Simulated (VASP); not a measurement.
The system is RbScPtC6N6.

```
Rb Sc Pt C N
1.0
     0.00000    5.20700    5.20700
     5.20700    0.00000    5.20700
     5.20700    5.20700    0.00000
Rb Sc Pt C N
1 1 1 6 6
Direct
  0.75000 0.75000 0.75000
  0.50000 0.50000 0.50000
  0.00000 0.00000 0.00000
  0.81592 0.18408 0.18408
  0.18408 0.18408 0.81592
  0.81592 0.18408 0.81592
  0.18408 0.81592 0.81592
  0.81592 0.81592 0.18408
  0.18408 0.81592 0.18408
  0.70357 0.29643 0.29643
  0.29643 0.29643 0.70357
  0.70357 0.29643 0.70357
  0.29643 0.70357 0.70357
  0.70357 0.70357 0.29643
  0.29643 0.70357 0.29643
```

```yaml
Program: VASP 6.6.1
Task: relaxation of cell and atoms
Functional: PBE
Potentials_or_basis: VASP PAW PBE potentials, release 64 (Rb_sv, Sc_sv, Pt, C, N)
Cutoff: 600 eV
k_mesh: 4 × 4 × 4
Occupations: gaussian, width 0.1 eV
Spin: no spin polarisation
```

At the start: pressure 9.8 GPa; volume 18.82 Å³/atom.

Problem. How do energy, volume and symmetry change on relaxing?

Solution. Over 8 steps the energy falls by 68.2 meV/atom and the volume is 21.70 Å³/atom (+15.3 %); space group F-43m (No. 216, to 0.1 Å) before and after.

Step by step:
| step | energy change (eV) | largest force (eV/Å) | pressure (GPa) | volume (Å³) |
| --- | --- | --- | --- | --- |
| 1 | 0.0000 | 1.2465 | 9.84 | 282.35 |
| 2 | -0.9906 | 1.0089 | -1.33 | 332.27 |
| 3 | -1.0013 | 0.6141 | -0.07 | 319.90 |
| 4 | -1.0047 | 0.7359 | -0.44 | 323.45 |
| 5 | 0.1708 | 7.4210 | 8.17 | 324.85 |
| 6 | -1.0186 | 0.0675 | 0.38 | 323.59 |
| 7 | -1.0186 | 0.0549 | 0.36 | 323.59 |
| 8 | -1.0223 | 0.0278 | 0.19 | 325.46 |

Final structure:
```
Rb Sc Pt C N
1.0
     0.00000    5.45952    5.45952
     5.45952    0.00000    5.45952
     5.45952    5.45952    0.00000
Rb Sc Pt C N
1 1 1 6 6
Cartesian
  8.1893 8.1893 8.1893
  5.4595 5.4595 5.4595
  0.0000 0.0000 0.0000
  2.0657 5.4595 5.4595
  5.4595 5.4595 2.0657
  5.4595 8.8533 5.4595
  8.8533 5.4595 5.4595
  5.4595 5.4595 8.8533
  5.4595 2.0657 5.4595
  3.2429 5.4595 5.4595
  5.4595 5.4595 3.2429
  5.4595 7.6762 5.4595
  7.6762 5.4595 5.4595
  5.4595 5.4595 7.6762
  5.4595 3.2429 5.4595
```

Caveat: the volume moved by over 15 % at a fixed basis, so the end points are rough.
